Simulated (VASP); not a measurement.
Set up this calculation in VASP 6.6.1, as the native input.

| Property | Result |
| --- | --- |
| Task | single point |
| Functional | LDA |
| Potentials or basis | VASP PAW LDA potentials, release 64 (Sn_d, O_h) |
| Cutoff | 1340 eV |
| k mesh | 7 × 7 × 6 |
| Occupations | fermi-dirac, width 0.05 eV |
| Spin | no spin polarisation |
| Dipole correction | no |
| Further INCAR settings | ALGO = Normal; EDIFF = 1e-06; NBANDS = 28 |

The structure of SnO lies in POSCAR:

```
SnO
1.0
    3.7669653825      0.0000000000      0.0000000000
    0.0000000000      3.7669653825      0.0000000000
    0.0000000000      0.0000000000      4.6594552273
Sn O
2 2
Direct
    0.5000000000      0.0000000000      0.7543158222
    0.0000000000      0.5000000000      0.2456841778
    0.0000000000      0.0000000000      0.0000000000
    0.5000000000      0.5000000000      0.0000000000
```

The input as run:

INCAR

```
SYSTEM = SnO
ALGO = Normal
EDIFF = 1E-6
ENCUT = 1340
GGA = CA
GGA_COMPAT = .False.
ISIF = 2
ISMEAR = -1
LASPH = .True.
LCHARG = .False.
LREAL = .False.
LWAVE = .False.
NBANDS = 28
NELM = 120
PREC = Accurate
SIGMA = 0.05
```

KPOINTS

```
k-points
0
Gamma
  7 7 6
  0 0 0
```

Potentials or basis: VASP PAW LDA potentials, release 64 (Sn_d, O_h).

Command:

```sh
$ cat potpaw_LDA.64/Sn_d/POTCAR potpaw_LDA.64/O_h/POTCAR > POTCAR
$ mpirun -np 1 vasp_std > vasp.out
```

It gave:

```
Pressure               : 0.2 GPa
Largest force          : 0.108 eV/Å
Band gap on the k mesh : 0.05 eV (least direct gap 1.86 eV)
```

Caveat: semilocal functionals underestimate gaps, and a narrow one can read as zero; spin-orbit coupling is left out, which moves the levels of the heavy elements.

It took 3.7 min on 1 thread of Intel(R) Xeon(R) Platinum 8259CL CPU @ 2.50GHz (Skylake/Cascade Lake), with other jobs on the host, peak memory 0.44 GiB.
